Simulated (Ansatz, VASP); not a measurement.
**CoW2 in VASP and in Ansatz**

The input INCAR:

```
SYSTEM = CoW2
PREC = Accurate ; ENCUT = 520
EDIFF = 1E-7 ; ISMEAR = 0
SIGMA = 0.1 ; LREAL = .False.
LASPH = .True. ; NELM = 150
ALGO = Fast ; ISIF = 2
LWAVE = .False. ; LCHARG = .False.
ISPIN = 2 ; MAGMOM = 3 3 0 0 0 0
LORBIT = 11 ; LMAXMIX = 4
GGA = PE ; NBANDS = 50
```

File KPOINTS:

```
regular mesh
0
Gamma
  6 6 4
  0 0 0
```

Contents of POSCAR:

```
CoW2
1.0
    4.1302683300     -2.3846115300      0.0000000000
    4.1302683300      2.3846115300      0.0000000000
    0.0000000000      0.0000000000      4.5810545000
Co W
2 4
Direct
    0.8333333300      0.1666666700      0.7500000000
    0.1666666700      0.8333333300      0.2500000000
    0.1666666700      0.5000000000      0.7500000000
    0.5000000000      0.8333333300      0.7500000000
    0.5000000000      0.1666666700      0.2500000000
    0.8333333300      0.5000000000      0.2500000000
```

Input for Ansatz:

```yaml
crystal:
  lattice:
    - [4.13026833, -2.38461153, 0.0]
    - [4.13026833, 2.38461153, 0.0]
    - [0.0, 0.0, 4.5810545]
  atoms:
    - { symbol: Co, position: [0.83333333, 0.16666667, 0.75], spin: 3.0 }
    - { symbol: Co, position: [0.16666667, 0.83333333, 0.25], spin: 3.0 }
    - { symbol: W, position: [0.16666667, 0.5, 0.75] }
    - { symbol: W, position: [0.5, 0.83333333, 0.75] }
    - { symbol: W, position: [0.5, 0.16666667, 0.25] }
    - { symbol: W, position: [0.83333333, 0.5, 0.25] }
basis:
  ecutwfc: 420
kpoints:
  mp_grid: { grid: [6, 6, 4] }
hamiltonian:
  xc: pbe
scf:
  occupations: { method: gaussian, width: 0.1 }
  lower_state_search: "off"
output:
  forces: true
  stress: true
  eigenvalues: true
  populations: true
magnetization:
  spin_polarized: true
```

Alike in both runs: task single point; functional PBE; k mesh 6 × 6 × 4; occupations gaussian, width 0.1 eV; collinear spin.

|  | VASP | Ansatz |
| --- | --- | --- |
| version | VASP 6.6.1 | Ansatz 0.2.0 |
| potentials or method | VASP PAW PBE potentials, release 64 (Co, W_sv), cutoff 520 eV | scalar-relativistic, plane waves, PAW |
| valence electrons in the cell | 74 | 90 |

|  | VASP | Ansatz | Ansatz less VASP |
| --- | --- | --- | --- |
| gap on the k mesh at the Fermi level (eV) | none | none | - |
| pressure (GPa) | -8.4 | -8.7 | -0.27 |
| traceless stress, the component that is largest in VASP (GPa) | 4.71 | 4.71 | -0.006 |
| rms of the force components (eV/Å) | 0.364 | 0.364 | +0.0002 |
| net moment per atom (μB) | 0.22 | 0.22 | +0.006 |
| size of the moment on the site where the two differ most (μB) | 0.61 | 0.64 | +0.028 |

Site moments also hang on the region over which each program counts them. Atom by atom the forces differ by 0.001 eV/Å (rms over components). A gap of «none» marks a metal or a gap that the smearing closes. The functional is the same, so the differences come from potentials, cutoffs and numerics. VASP's potentials hold 74 valence electrons a cell and Ansatz's 90, so a difference there can come from the potentials and not from the codes.

Neither program's run includes spin-orbit coupling.
